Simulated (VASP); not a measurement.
# Pt (Fm-3m) in VASP: a series of runs

Runs on Pt. Level: PBE. Tasks: single point.

Everything below comes from runs of VASP 6.6.1. Logs are shortened: lines on timing, memory, paths and dates and some standing lists are left out, and cuts for length are marked.

### Step 1. The cell of the first run

Symmetry: Fm-3m, No. 225, cubic system. The conventional cell has a = 3.970 Å, b = 3.970 Å, c = 3.970 Å, α = 90.00°, β = 90.00°, γ = 90.00°. Within 3.7 Å of Pt (site symmetry m-3m) lie 12 Pt at 2.81 Å.

### Step 2. Single point, PBE

Contents of INCAR:

```
SYSTEM = Pt
ALGO     = Normal         ! electronic algorithm
EDIFF    = 1E-7           ! SCF threshold, eV
ENCUT    = 520            ! plane-wave cutoff, eV
GGA      = PE             ! functional
ISIF     = 2              ! what is computed and relaxed
ISMEAR   = 0              ! smearing method
LASPH    = .TRUE.         ! aspherical terms in the spheres
LCHARG   = .TRUE.         ! write CHGCAR
LELF     = .TRUE.         ! ELF
LREAL    = .FALSE.        ! projectors in reciprocal space
LVHAR    = .TRUE.       
LWAVE    = .FALSE.        ! write WAVECAR
NBANDS   = 11             ! bands
NELM     = 60             ! most SCF steps
PREC     = Accurate       ! precision mode
SIGMA    = 0.15           ! smearing width, eV
```

Contents of KPOINTS:

```
k-points
0
G
  14 14 14
  0 0 0
```

Contents of POSCAR:

```
Pt
1.0
    0.0000000000      1.9850550544      1.9850550544
    1.9850550544      0.0000000000      1.9850550544
    1.9850550544      1.9850550544      0.0000000000
Pt
1
Direct
    0.0000000000      0.0000000000      0.0000000000
```

Potentials or basis: VASP PAW PBE potentials, release 64 (Pt).

On the command line:

```console
> cat potpaw_PBE.64/Pt/POTCAR > POTCAR
> mpirun -np 1 vasp_std > vasp.out
```

OUTCAR:

```text
SYSTEM = Pt
   EDIFF = 1E-7
   ENCUT = 520
   GGA = PE
   ISIF = 2
   ISMEAR = 0
   LASPH = .TRUE.
   LREAL = .FALSE.
   NELM = 60
   PREC = Accurate

 ion  position               nearest neighbor table
   1  0.000  0.000  0.000-

  LATTYP: Found a face centered cubic cell.
 ALAT       =     3.9701101088

  Lattice vectors:

 A1 = (   0.0000000000,   1.9850550544,   1.9850550544)
 A2 = (   1.9850550544,   0.0000000000,   1.9850550544)
 A3 = (   1.9850550544,   1.9850550544,   0.0000000000)

Analysis of symmetry for initial positions (statically):
=====================================================================
 Subroutine PRICEL returns:
 Original cell was already a primitive cell.

 Routine SETGRP: Setting up the symmetry group for a
 face centered cubic supercell.

 Subroutine GETGRP returns: Found 48 space group operations
 (whereof 48 operations were pure point group operations)
 out of a pool of 48 trial point group operations.

The static configuration has the point symmetry O_h .

Analysis of symmetry for dynamics (positions and initial velocities):
=====================================================================
 Subroutine PRICEL returns:
 Original cell was already a primitive cell.

 Routine SETGRP: Setting up the symmetry group for a
 face centered cubic supercell.

 Subroutine GETGRP returns: Found 48 space group operations
 (whereof 48 operations were pure point group operations)
 out of a pool of 48 trial point group operations.

The dynamic configuration has the point symmetry O_h .

 Subroutine INISYM returns: Found 48 space group operations
 (whereof 48 operations are pure point group operations),
 and found     1 'primitive' translations

----------------------------------------------------------------------------------------

                                     Primitive cell

  volume of cell :      15.6440

  direct lattice vectors                    reciprocal lattice vectors
     0.000000000  1.985055054  1.985055054    -0.251882183  0.251882183  0.251882183
     1.985055054  0.000000000  1.985055054     0.251882183 -0.251882183  0.251882183
     1.985055054  1.985055054  0.000000000     0.251882183  0.251882183 -0.251882183

  length of vectors
     2.807291780  2.807291780  2.807291780     0.436272738  0.436272738  0.436272738

  position of ions in fractional coordinates (direct lattice)
     0.000000000  0.000000000  0.000000000

  ion indices of the primitive-cell ions
   primitive index   ion index
                 1           1

----------------------------------------------------------------------------------------

 KPOINTS: k-points

Automatic generation of k-mesh.
 Grid dimensions read from file:
 generate k-points for:   14   14   14

 Generating k-lattice:

  Cartesian coordinates                     Fractional coordinates (reciprocal lattice)
    -0.017991584  0.017991584  0.017991584     0.071428571  0.000000000  0.000000000
     0.017991584 -0.017991584  0.017991584     0.000000000  0.071428571  0.000000000
     0.017991584  0.017991584 -0.017991584     0.000000000  0.000000000  0.071428571

  Length of vectors
     0.031162338  0.031162338  0.031162338

  Shift w.r.t. Gamma in fractional coordinates (k-lattice)
     0.000000000  0.000000000  0.000000000

 Subroutine IBZKPT returns following result:
 ===========================================

 Found    104 irreducible k-points:

 Following reciprocal coordinates:
            Coordinates               Weight
  0.000000  0.000000  0.000000      1.000000
  0.071429  0.000000  0.000000      8.000000
  0.142857  0.000000  0.000000      8.000000
  0.214286  0.000000  0.000000      8.000000
  0.285714  0.000000  0.000000      8.000000
  0.357143  0.000000  0.000000      8.000000
[... 16 lines left out ...]
  0.214286  0.142857  0.000000     24.000000
  0.285714  0.142857  0.000000     24.000000
 [... further k-points ...]
   k-points           NKPTS =    104   k-points in BZ     NKDIM =    104   number of bands    NBANDS=     11
   number of dos      NEDOS =    301   number of ions     NIONS =      1
   total plane-waves  NPLWV =  13824
   dimension x,y,z NGX =    24 NGY =   24 NGZ =   24
   dimension x,y,z NGXF=    48 NGYF=   48 NGZF=   48
   ions per type =               1
   NGX,Y,Z   is equivalent  to a cutoff of  14.21, 14.21, 14.21 a.u.
   NGXF,Y,Z  is equivalent  to a cutoff of  28.43, 28.43, 28.43 a.u.
 SYSTEM =  Pt
   PREC   = accura    normal or accurate (medium, high low for compatibility)
   ISTART =      0    job   : 0-new  1-cont  2-samecut
   ICHARG =      2    charge: 1-file 2-atom 10-const
   ISPIN  =      1    spin polarized calculation?
   LNONCOLLINEAR =      F non collinear calculations
   LSORBIT =      F    spin-orbit coupling
   LASPH  =      T    aspherical Exc in radial PAW
   ENCUT  =  520.0 eV  38.22 Ry    6.18 a.u.   5.22  5.22  5.22*2*pi/ulx,y,z
   NELM   =     60;   NELMIN=  2; NELMDL= -5     # of ELM steps
   EDIFF  = 0.1E-06   stopping-criterion for ELM
   LREAL  =      F    real-space projection
   EDIFFG = 0.1E-05   stopping-criterion for IOM
   NSW    =      0    number of steps for IOM
   IBRION =     -1    ionic relax: 0-MD 1-quasi-New 2-CG
   NFREE  =      0    steps in history (QN), initial steepest desc. (CG)
   ISIF   =      2    stress and relaxation
   ISYM   =      2    0-nonsym 1-usesym 2-fastsym
   POTIM  = 0.5000    time-step for ionic-motion
   TEBEG  =    0.0;   TEEND  =   0.0 temperature during run
   PSTRESS=    0.0 pullay stress
   NELECT =      10.0000    total number of electrons
   NUPDOWN=      -1.0000    fix difference up-down
   EMIN   =  10.00;   EMAX   =-10.00  energy-range for DOS
   EFERMI =   0.00;   METHOD = LEGACY
   ISMEAR =     0;   SIGMA  =   0.15  broadening in eV -4-tet -1-fermi 0-gaus
   EFERMI_NEDOS =   21; number of points for ismear=-14 and -15
   IALGO  =     38    algorithm
   IMIX   =      4    mixing-type and parameters
     AMIX     =   0.40;   BMIX     =  1.00
     AMIX_MAG =   1.60;   BMIX_MAG =  1.00
  volume/ion in A,a.u.               =      15.64       105.57
  Fermi-wavevector in a.u.,A,eV,Ry     =   1.410238  2.664963 27.058858  1.988770
  Thomas-Fermi vector in A             =   2.532212
   LORBIT       =      0    0 simple, 1 ext, 2 COOP (PROOUT), +10 PAW based schemes
   GGA     = PE    functional components
   LHFCALC =     F    Hartree Fock is set to
   AEXX    =    0.0000 exact exchange contribution
   IVDW    =     0    specifies the selected vdW correction
   LEPSILON=     F    determine dielectric tensor
   LRPA    =     F    only Hartree local field effects (RPA)
 non-spin polarized calculation
 Gauss-broadening in eV      SIGMA  =   0.15
  energy-cutoff  :      520.00
  volume of cell :       15.64
 maximum number of plane-waves:       444
 NGX is ok and might be reduce to    24
   NGX = 11   NGY = 11   NGZ = 11

 number of electron      10.0000002 magnetization

 Free energy of the ion-electron system (eV)
  ---------------------------------------------------
  ext. energy  EPLUGINS =         0.00000000
  ---------------------------------------------------
  free energy    TOTEN  =        -6.11518827 eV

  energy without entropy =       -6.09474890  energy(sigma->0) =       -6.10496858

 E-fermi :  10.5593     XC(G=0): -13.2712

 val. band max:       10.5446162246   @ k =   0.5000   0.3571   0.0714
 cond. band min:      10.5649655070   @ k =   0.4286   0.1429   0.0000
 fundamental gap:      0.0203492824
 Fermi energy:        10.5592578417

 k-point     1 :       0.0000    0.0000    0.0000
  band No.  band energies     occupation
      1       0.7636      2.00000
      2       7.0035      2.00000
      3       7.0035      2.00000
      4       7.0035      2.00000
      5       9.0329      2.00000
      6       9.0329      2.00000
      7      25.3081      0.00000
      8      30.0698      0.00000
      9      30.0698      0.00000
     10      30.0698      0.00000
     11      35.2823      0.00000

 k-point     2 :       0.0714    0.0000    0.0000
  band No.  band energies     occupation
      1       0.9613      2.00000
      2       6.9190      2.00000
      3       7.0800      2.00000
      4       7.0800      2.00000
      5       8.9919      2.00000
      6       8.9919      2.00000
      7      25.6050      0.00000
      8      29.0433      0.00000
      9      30.3654      0.00000
     10      30.3654      0.00000
     11      36.3424      0.00000

 k-point     3 :       0.1429    0.0000    0.0000
  band No.  band energies     occupation
      1       1.5243      2.00000
      2       6.7265      2.00000
      3       7.2578      2.00000
      4       7.2578      2.00000
      5       8.9323      2.00000
      6       8.9323      2.00000
      7      26.3298      0.00000
      8      27.1048      0.00000
      9      31.2022      0.00000
     10      31.2022      0.00000
     11      35.7813      0.00000

 k-point     4 :       0.2143    0.0000    0.0000
  band No.  band energies     occupation
      1       2.3358      2.00000
      2       6.6088      2.00000
      3       7.3732      2.00000
      4       7.3732      2.00000
      5       9.0388      2.00000
      6       9.0388      2.00000
      7      24.8660      0.00000
      8      26.9532      0.00000
      9      32.3735      0.00000
     10      32.3735      0.00000
     11      33.9614      0.00000
[... 239 lines left out ...]
 k-point    22 :       0.1429    0.1429    0.0000
  band No.  band energies     occupation
      1       1.7850      2.00000
      2       6.3907      2.00000
      3       7.5335      2.00000
      4       7.5335      2.00000
      5       8.3680      2.00000
      6       9.2959      2.00000
      7      26.8332      0.00000
      8      28.4299      0.00000
      9      29.8034      0.00000
     10      29.8034      0.00000
     11      37.3634      0.00000

 k-point    23 :       0.2143    0.1429    0.0000
  band No.  band energies     occupation
      1       2.4154      2.00000
      2       6.1324      2.00000
      3       7.6476      2.00000
      4       7.7809      2.00000
      5       8.3212      2.00000
      6       9.4497      2.00000
      7      26.9145      0.00000
      8      27.6322      0.00000
      9      29.4990      0.00000
     10      30.2550      0.00000
     11      34.7597      0.00000

 k-point    24 :       0.2857    0.1429    0.0000
  band No.  band energies     occupation
      1       3.2241      2.00000
      2       5.9997      2.00000
      3       7.3358      2.00000
      4       7.8793      2.00000
      5       8.9435      2.00000
      6       9.7585      2.00000
      7      24.5592      0.00000
      8      27.7775      0.00000
      9      29.1077      0.00000
     10      30.5744      0.00000
     11      34.2928      0.00000

 [... further k-points ...]
[... 5 lines left out ...]
  --------------------------------------------------------------------------------------
  -------------------------------------------------------------------------------------
  Total       -0.0518207     -0.0518207     -0.0518207     -0.0000000      0.0000000     -0.0000000
  in kB       -5.3072052     -5.3072052     -5.3072052     -0.0000000      0.0000000     -0.0000000
  external PRESSURE =      -5.3072052 kB  Pullay stress =       0.0000000 kB

 VOLUME and BASIS-vectors are now :
 -----------------------------------------------------------------------------
  energy-cutoff  :      520.00
  volume of cell :       15.64
      direct lattice vectors                 reciprocal lattice vectors
     0.000000000  1.985055054  1.985055054    -0.251882183  0.251882183  0.251882183
     1.985055054  0.000000000  1.985055054     0.251882183 -0.251882183  0.251882183
     1.985055054  1.985055054  0.000000000     0.251882183  0.251882183 -0.251882183

 POSITION                                       TOTAL-FORCE (eV/Angst)
 -----------------------------------------------------------------------------------
      0.00000      0.00000      0.00000        -0.000000      0.000000      0.000000
 -----------------------------------------------------------------------------------
    total drift:                               -0.000000      0.000000      0.000000

  FREE ENERGIE OF THE ION-ELECTRON SYSTEM (eV)
  ---------------------------------------------------
  free  energy   TOTEN  =        -6.1151882671 eV

  energy  without entropy=       -6.0947488972  energy(sigma->0) =       -6.10496858
```

Run time: 20 s. Hardware: 1 thread of Intel Xeon Platinum 8175M at 2.50GHz (Skylake/Cascade Lake), shared host; peak memory 0.15 GiB.

What came out:

```yaml
Free_energy: -6.1152 eV
Pressure: -0.5 GPa
Band_gap_on_the_k_mesh: zero (bands 5 and 6 overlap by 2.10 eV)
```

Caveat: spin-orbit coupling is left out, which moves the levels of the heavy elements.

(Part 1 of 2 ends here.)
